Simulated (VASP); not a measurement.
CdS, 2 atoms in the cell. Symmetry: F-43m, No. 216, cubic system. Conventional cell: a = 5.833 Å, b = 5.833 Å, c = 5.833 Å, α = 90.00°, β = 90.00°, γ = 90.00°. Within 3.3 Å of Cd (site symmetry -43m) lie 4 S at 2.53 Å. Within 3.3 Å of S (site symmetry -43m) lie 4 Cd at 2.53 Å. 

* Program: VASP 6.6.1
* Task: single point
* Functional: PBE-based screened hybrid with 5 % exact exchange
* Potentials or basis: VASP PAW PBE potentials, release 64 (Cd, S)
* Cutoff: 520 eV
* k mesh: 4 × 4 × 4
* Occupations: fermi-dirac, width 0.05 eV
* Spin: no spin polarisation
* Dipole correction: no
* Grid for exact exchange (PRECFOCK): Normal
* Share of exact exchange: 0.05
* Further INCAR settings: ALGO = Normal; EDIFF = 1e-06; NBANDS = 16
* Screening parameter: 0.2 1/Å

Potentials or basis: VASP PAW PBE potentials, release 64 (Cd, S).

Launch:

```console
$ cat potpaw_PBE.64/Cd/POTCAR potpaw_PBE.64/S/POTCAR > POTCAR
$ cp INCAR.step1 INCAR
$ mpirun -np 1 vasp_std > vasp.out
$ cp INCAR.step2 INCAR
$ mpirun -np 1 vasp_std > vasp.out
```

Hardware: 1 thread of Intel Xeon 8259CL, with other jobs on the host.

Question: Estimate the wall time of this run.

Answer: Wall time 7.7 min on 1 thread of Intel Xeon 8259CL, on a shared host, peak memory 0.28 GiB. Counts: k points 8.
